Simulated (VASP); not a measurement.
# Pt (I4/mmm) in VASP: notebook

Pt is run at these levels: PBEsol; tasks: single point.

All numbers are computed with VASP 6.6.1; they aren't measurements. Logs are shortened: lines on timing, memory, paths and dates and some standing lists are left out, and cuts for length are marked.

### 1 The cell of the first run

The structure is tetragonal, space group I4/mmm (No. 139). Conventional cell: a = 3.074 Å, b = 3.074 Å, c = 3.121 Å, α = 90.00°, β = 90.00°, γ = 90.00°. Pt (site symmetry 4/mmm) has 14 Pt at 2.68 to 3.12 Å within 3.5 Å.

### 2 Single point, PBEsol (strain -0.015 along x and y, +0.000 along z)

INCAR reads:

```
SYSTEM = Pt
PREC = Accurate
ENCUT = 520
EDIFF = 1E-6
ISMEAR = 0
SIGMA = 0.15
LREAL = .FALSE.
LASPH = .TRUE.
NELM = 100
ALGO = Fast
ISIF = 2
LWAVE = .FALSE.
LCHARG = .FALSE.
GGA = PS
NBANDS = 11
```

KPOINTS reads:

```
Automatic mesh
0
G
  26 26 26
  0 0 0
```

POSCAR reads:

```
Pt
1.0
   -1.5370635422      1.5370635422      1.5604706012
    1.5370635422     -1.5370635422      1.5604706012
    1.5370635422      1.5370635422     -1.5604706012
Pt
1
Direct
    0.0000000000      0.0000000000      0.0000000000
```

Potentials or basis: VASP PAW PBE potentials, release 64 (Pt).

Run with:

```console
cat potpaw_PBE.64/Pt/POTCAR > POTCAR
mpirun -np 1 vasp_std > vasp.out
```

OUTCAR:

```text
SYSTEM = Pt
   PREC = Accurate
   ENCUT = 520
   EDIFF = 1E-6
   ISMEAR = 0
   LREAL = .FALSE.
   LASPH = .TRUE.
   NELM = 100
   ISIF = 2
   GGA = PS

 ion  position               nearest neighbor table
   1  0.000  0.000  0.000-

  LATTYP: Found a body centered tetragonal cell.
 ALAT       =     3.0741270844
 C/A-ratio  =     1.0152284264

  Lattice vectors:

 A1 = (  -1.5370635422,   1.5370635422,   1.5604706012)
 A2 = (   1.5370635422,  -1.5370635422,   1.5604706012)
 A3 = (   1.5370635422,   1.5370635422,  -1.5604706012)

Analysis of symmetry for initial positions (statically):
=====================================================================
 Subroutine PRICEL returns:
 Original cell was already a primitive cell.

 Routine SETGRP: Setting up the symmetry group for a
 body centered tetragonal supercell.

 Subroutine GETGRP returns: Found 16 space group operations
 (whereof 16 operations were pure point group operations)
 out of a pool of 16 trial point group operations.

The static configuration has the point symmetry D_4h.

Analysis of symmetry for dynamics (positions and initial velocities):
=====================================================================
 Subroutine PRICEL returns:
 Original cell was already a primitive cell.

 Routine SETGRP: Setting up the symmetry group for a
 body centered tetragonal supercell.

 Subroutine GETGRP returns: Found 16 space group operations
 (whereof 16 operations were pure point group operations)
 out of a pool of 16 trial point group operations.

The dynamic configuration has the point symmetry D_4h.

 Subroutine INISYM returns: Found 16 space group operations
 (whereof 16 operations are pure point group operations),
 and found     1 'primitive' translations

----------------------------------------------------------------------------------------

                                     Primitive cell

  volume of cell :      14.7468

  direct lattice vectors                    reciprocal lattice vectors
    -1.537063542  1.537063542  1.560470601     0.000000000  0.325295595  0.320416161
     1.537063542 -1.537063542  1.560470601     0.325295595  0.000000000  0.320416161
     1.537063542  1.537063542 -1.560470601     0.325295595  0.325295595  0.000000000

  length of vectors
     2.675854473  2.675854473  2.675854473     0.456600198  0.456600198  0.460037443

  position of ions in fractional coordinates (direct lattice)
     0.000000000  0.000000000  0.000000000

  ion indices of the primitive-cell ions
   primitive index   ion index
                 1           1

----------------------------------------------------------------------------------------

 KPOINTS: Automatic mesh

Automatic generation of k-mesh.
 Grid dimensions read from file:
 generate k-points for:   26   26   26

 Generating k-lattice:

  Cartesian coordinates                     Fractional coordinates (reciprocal lattice)
     0.000000000  0.012511369  0.012323699     0.038461538  0.000000000  0.000000000
     0.012511369  0.000000000  0.012323699     0.000000000  0.038461538  0.000000000
     0.012511369  0.012511369  0.000000000     0.000000000  0.000000000  0.038461538

  Length of vectors
     0.017561546  0.017561546  0.017693748

  Shift w.r.t. Gamma in fractional coordinates (k-lattice)
     0.000000000  0.000000000  0.000000000

 Subroutine IBZKPT returns following result:
 ===========================================

 Found   1330 irreducible k-points:

 Following reciprocal coordinates:
            Coordinates               Weight
  0.000000  0.000000  0.000000      1.000000
  0.038462 -0.000000  0.000000      8.000000
  0.076923 -0.000000  0.000000      8.000000
  0.115385  0.000000  0.000000      8.000000
  0.153846 -0.000000  0.000000      8.000000
  0.192308 -0.000000  0.000000      8.000000
[... 16 lines left out ...]
  0.346154  0.038462  0.000000     16.000000
  0.384615  0.038462  0.000000     16.000000
 [... further k-points ...]
   k-points           NKPTS =   1330   k-points in BZ     NKDIM =   1330   number of bands    NBANDS=     11
   number of dos      NEDOS =    301   number of ions     NIONS =      1
   total plane-waves  NPLWV =   8000
   dimension x,y,z NGX =    20 NGY =   20 NGZ =   20
   dimension x,y,z NGXF=    40 NGYF=   40 NGZF=   40
   ions per type =               1
   NGX,Y,Z   is equivalent  to a cutoff of  12.43, 12.43, 12.43 a.u.
   NGXF,Y,Z  is equivalent  to a cutoff of  24.85, 24.85, 24.85 a.u.
 SYSTEM =  Pt
   PREC   = accura    normal or accurate (medium, high low for compatibility)
   ISTART =      0    job   : 0-new  1-cont  2-samecut
   ICHARG =      2    charge: 1-file 2-atom 10-const
   ISPIN  =      1    spin polarized calculation?
   LNONCOLLINEAR =      F non collinear calculations
   LSORBIT =      F    spin-orbit coupling
   LASPH  =      T    aspherical Exc in radial PAW
   ENCUT  =  520.0 eV  38.22 Ry    6.18 a.u.   4.98  4.98  4.98*2*pi/ulx,y,z
   NELM   =    100;   NELMIN=  2; NELMDL= -5     # of ELM steps
   EDIFF  = 0.1E-05   stopping-criterion for ELM
   LREAL  =      F    real-space projection
   EDIFFG = 0.1E-04   stopping-criterion for IOM
   NSW    =      0    number of steps for IOM
   IBRION =     -1    ionic relax: 0-MD 1-quasi-New 2-CG
   NFREE  =      0    steps in history (QN), initial steepest desc. (CG)
   ISIF   =      2    stress and relaxation
   ISYM   =      2    0-nonsym 1-usesym 2-fastsym
   POTIM  = 0.5000    time-step for ionic-motion
   TEBEG  =    0.0;   TEEND  =   0.0 temperature during run
   PSTRESS=    0.0 pullay stress
   NELECT =      10.0000    total number of electrons
   NUPDOWN=      -1.0000    fix difference up-down
   EMIN   =  10.00;   EMAX   =-10.00  energy-range for DOS
   EFERMI =   0.00;   METHOD = LEGACY
   ISMEAR =     0;   SIGMA  =   0.15  broadening in eV -4-tet -1-fermi 0-gaus
   EFERMI_NEDOS =   21; number of points for ismear=-14 and -15
   IALGO  =     68    algorithm
   IMIX   =      4    mixing-type and parameters
     AMIX     =   0.40;   BMIX     =  1.00
     AMIX_MAG =   1.60;   BMIX_MAG =  1.00
  volume/ion in A,a.u.               =      14.75        99.52
  Fermi-wavevector in a.u.,A,eV,Ry     =   1.438274  2.717945 28.145465  2.068633
  Thomas-Fermi vector in A             =   2.557259
   LORBIT       =      0    0 simple, 1 ext, 2 COOP (PROOUT), +10 PAW based schemes
   GGA     = PS    functional components
   LHFCALC =     F    Hartree Fock is set to
   AEXX    =    0.0000 exact exchange contribution
   IVDW    =     0    specifies the selected vdW correction
   LEPSILON=     F    determine dielectric tensor
   LRPA    =     F    only Hartree local field effects (RPA)
 non-spin polarized calculation
 RMM-DIIS sequential band-by-band and
 Gauss-broadening in eV      SIGMA  =   0.15
  energy-cutoff  :      520.00
  volume of cell :       14.75
 maximum number of plane-waves:       414
   NGX =  9   NGY =  9   NGZ =  9

 number of electron      10.0000002 magnetization

 Free energy of the ion-electron system (eV)
  ---------------------------------------------------
  ext. energy  EPLUGINS =         0.00000000
  ---------------------------------------------------
  free energy    TOTEN  =        -6.84697278 eV

  energy without entropy =       -6.83822962  energy(sigma->0) =       -6.84260120

 E-fermi :  11.3068     XC(G=0): -13.7538

 val. band max:       11.2996823584   @ k =  -0.3462   0.3462   0.1154
 cond. band min:      11.3076467999   @ k =  -0.3846  -0.3846   0.2308
 fundamental gap:      0.0079644415
 Fermi energy:        11.3067701200

 k-point     1 :       0.0000    0.0000    0.0000
  band No.  band energies     occupation
      1       0.9933      2.00000
      2       7.3694      2.00000
      3       7.3694      2.00000
      4       7.5097      2.00000
      5      10.0999      2.00000
      6      10.2836      2.00000
      7      28.1432      0.00000
      8      28.4448      0.00000
      9      28.4448      0.00000
     10      39.1257      0.00000
     11      39.3577      0.00000

 k-point     2 :       0.0385   -0.0000    0.0000
  band No.  band energies     occupation
      1       1.0578      2.00000
      2       7.3699      2.00000
      3       7.3732      2.00000
      4       7.5326      2.00000
      5      10.0721      2.00000
      6      10.2750      2.00000
      7      28.2027      0.00000
      8      28.4956      0.00000
      9      28.5421      0.00000
     10      37.9092      0.00000
     11      38.6165      0.00000

 k-point     3 :       0.0769   -0.0000    0.0000
  band No.  band energies     occupation
      1       1.2488      2.00000
      2       7.3224      2.00000
      3       7.3691      2.00000
      4       7.6645      2.00000
      5       9.9872      2.00000
      6      10.2624      2.00000
      7      28.3455      0.00000
      8      28.6307      0.00000
      9      28.8308      0.00000
     10      36.5586      0.00000
     11      37.3784      0.00000

 k-point     4 :       0.1154    0.0000    0.0000
  band No.  band energies     occupation
      1       1.5578      2.00000
      2       7.2086      2.00000
      3       7.3619      2.00000
      4       7.9173      2.00000
      5       9.8638      2.00000
      6      10.2588      2.00000
      7      28.4803      0.00000
      8      28.7653      0.00000
      9      29.3014      0.00000
     10      35.4377      0.00000
     11      36.0835      0.00000
[... 239 lines left out ...]
 k-point    22 :       0.3077    0.0385    0.0000
  band No.  band energies     occupation
      1       3.9276      2.00000
      2       6.2573      2.00000
      3       8.0276      2.00000
      4       9.8009      2.00000
      5      10.4216      2.00000
      6      10.8373      1.99999
      7      23.1564      0.00000
      8      26.1789      0.00000
      9      30.8590      0.00000
     10      34.0643      0.00000
     11      36.0332      0.00000

 k-point    23 :       0.3462    0.0385    0.0000
  band No.  band energies     occupation
      1       4.0481      2.00000
      2       6.1162      2.00000
      3       8.6603      2.00000
      4       9.9291      2.00000
      5      10.4898      2.00000
      6      11.4511      0.17359
      7      21.5838      0.00000
      8      25.5948      0.00000
      9      29.7363      0.00000
     10      35.1012      0.00000
     11      36.1888      0.00000

 k-point    24 :       0.3846    0.0385    0.0000
  band No.  band energies     occupation
      1       4.0748      2.00000
      2       6.0052      2.00000
      3       9.3324      2.00000
      4      10.0627      2.00000
      5      10.6162      2.00000
      6      12.0100      0.00000
      7      20.1326      0.00000
      8      25.1287      0.00000
      9      28.7812      0.00000
     10      35.9121      0.00000
     11      36.1800      0.00000

 [... further k-points ...]
[... 5 lines left out ...]
  --------------------------------------------------------------------------------------
  -------------------------------------------------------------------------------------
  Total        0.7631728      0.7631728      0.9130534      0.0000000      0.0000000      0.0000000
  in kB       82.9152186     82.9152186     99.1990581      0.0000000      0.0000000      0.0000000
  external PRESSURE =      88.3431651 kB  Pullay stress =       0.0000000 kB

 VOLUME and BASIS-vectors are now :
 -----------------------------------------------------------------------------
  energy-cutoff  :      520.00
  volume of cell :       14.75
      direct lattice vectors                 reciprocal lattice vectors
    -1.537063542  1.537063542  1.560470601     0.000000000  0.325295595  0.320416161
     1.537063542 -1.537063542  1.560470601     0.325295595  0.000000000  0.320416161
     1.537063542  1.537063542 -1.560470601     0.325295595  0.325295595  0.000000000

 POSITION                                       TOTAL-FORCE (eV/Angst)
 -----------------------------------------------------------------------------------
      0.00000      0.00000      0.00000         0.000000      0.000000     -0.000000
 -----------------------------------------------------------------------------------
    total drift:                                0.000000     -0.000000      0.000000

  FREE ENERGIE OF THE ION-ELECTRON SYSTEM (eV)
  ---------------------------------------------------
  free  energy   TOTEN  =        -6.8469727782 eV

  energy  without entropy=       -6.8382296175  energy(sigma->0) =       -6.84260120
```

It took 2.2 min on 1 thread of Intel Xeon Platinum 8259CL at 2.50GHz (Skylake/Cascade Lake), shared host; peak memory 0.32 GiB.

Results:

```yaml
Free_energy: -6.8470 eV
Pressure: 8.8 GPa
Band_gap_on_the_k_mesh: zero (band 5 reaches 12.49 eV, above the bottom of band 6 at 10.06 eV)
```

Levels at points of the mesh, in eV from the Fermi level:
```csv
k point,band 3,band 4,band 5,band 6,band 7,band 8
"(0.00, 0.00, 0.00)",-3.94,-3.80,-1.21,-1.02,16.84,17.14
"(0.50, 0.00, 0.00)",-1.38,-0.74,-0.07,1.19,6.82,13.27
"(0.50, 0.50, 0.00)",-1.18,-0.68,0.04,1.22,6.96,13.11
"(0.50, 0.50, 0.50)",0.57,0.62,0.62,7.44,7.91,7.91
```

Caveat: the cell differs from its parent crystal (strain -0.015 along x and y, +0.000 along z); the PAW data sets were made with another functional, which shifts forces and pressure a little; spin-orbit coupling is left out, which moves the levels of the heavy elements.

### 3 Single point, PBEsol (strain +0.000 along x and y, -0.015 along z)

INCAR reads:

```
  ALGO = Fast
  EDIFF = 1E-6
  ENCUT = 520
  GGA = PS
  ISIF = 2
  ISMEAR = 0
  LASPH = True
  LCHARG = False
  LREAL = False
  LWAVE = False
  NBANDS = 11
  NELM = 100
  PREC = Accurate
  SIGMA = 0.15
```

KPOINTS reads:

```
k-points
0
Gamma
  26 26 26
```

POSCAR reads:

```
Pt
1.0
   -1.5604706012      1.5604706012      1.5370635422
    1.5604706012     -1.5604706012      1.5370635422
    1.5604706012      1.5604706012     -1.5370635422
Pt
1
Direct
    0.0000000000      0.0000000000      0.0000000000
```

Potentials or basis: VASP PAW PBE potentials, release 64 (Pt).

Run with:

```console
cat potpaw_PBE.64/Pt/POTCAR > POTCAR
mpirun -np 1 vasp_std > vasp.out
```

It took 2.3 min on 1 thread of Intel Xeon Platinum 8259CL at 2.50GHz (Skylake/Cascade Lake), shared host; peak memory 0.32 GiB.

It converged, with:

* Free energy: -6.8561 eV
* Pressure: 4.1 GPa
* Band gap on the k mesh: zero (band 5 reaches 12.15 eV, above the bottom of band 6 at 9.81 eV)

Stress tensor (GPa, compression positive):
```
4.66 0.00 0.00
0.00 4.66 0.00
0.00 0.00 2.99
```

Levels at points of the mesh, in eV from the Fermi level:
```tsv
k point	band 3	band 4	band 5	band 6	band 7	band 8
(0.00, 0.00, 0.00)	-3.75	-3.75	-1.18	-0.99	16.95	16.95
(0.50, 0.00, 0.00)	-1.23	-0.67	0.05	1.17	6.77	13.17
(0.50, 0.50, 0.00)	-1.40	-0.76	-0.05	1.14	6.64	13.33
(0.50, 0.50, 0.50)	0.57	0.57	0.61	7.56	7.56	8.03
```

Caveat: the cell differs from its parent crystal (strain +0.000 along x and y, -0.015 along z); the PAW data sets were made with another functional, which shifts forces and pressure a little; spin-orbit coupling is left out, which moves the levels of the heavy elements.
